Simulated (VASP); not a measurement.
Here is a VASP 6.6.1 calculation.

INCAR

```
SYSTEM = ScHg3
ALGO = Normal
EDIFF = 1E-7
ENCUT = 520
GGA = PE
ISIF = 2
ISMEAR = 1
LASPH = .True.
LCHARG = .True.
LELF = .True.
LREAL = .False.
LVHAR = .True.
LWAVE = .False.
NBANDS = 57
NELM = 60
PREC = Accurate
SIGMA = 0.15
```

The input KPOINTS:

```
k-points
0
Gamma
  3 3 3
  0 0 0
```

POSCAR

```
ScHg3
1.0
    6.2889980000      2.1528370000      2.2529250000
   -0.2619340000      5.8659100000      0.7564290000
   -0.7662880000     -0.6289260000      5.8906630000
Hg Sc
6 2
Direct
    0.5679258190      0.6951941781      0.7914718067
    0.7165829333      0.1018797243      0.6343044267
    0.0662422818      0.4737783190      0.3437348983
    0.1917558698      0.5868563495      0.7794949814
    0.9070836864      0.3260681071      0.9302548989
    0.1892139321     -0.0060240345      0.5121768053
    0.7886069695      0.8783949490      0.1583492776
    0.4917291514      0.5065150588      0.3010488670
```

Potentials or basis: VASP PAW PBE potentials, release 64 (Hg, Sc_sv).

The run is started by

```sh
$ cat potpaw_PBE.64/Hg/POTCAR potpaw_PBE.64/Sc_sv/POTCAR > POTCAR
$ mpirun -np 1 vasp_std > vasp.out
```

Q: Estimate the band gap on the k mesh.

A: Zero (band 47 reaches 2.12 eV, above the bottom of band 48 at 2.01 eV).

Q: Estimate the largest force.

A: 0.774 eV/Å.

Q: What does it give for the pressure?

A: -2.5 GPa.

Stress tensor (GPa, compression positive):
```
-2.79  0.10  1.41
 0.10 -1.21 -0.22
 1.41 -0.22 -3.58
```

Caveat: the k points lie up to 0.37 Å⁻¹ apart; spin-orbit coupling is left out, which moves the levels of the heavy elements.
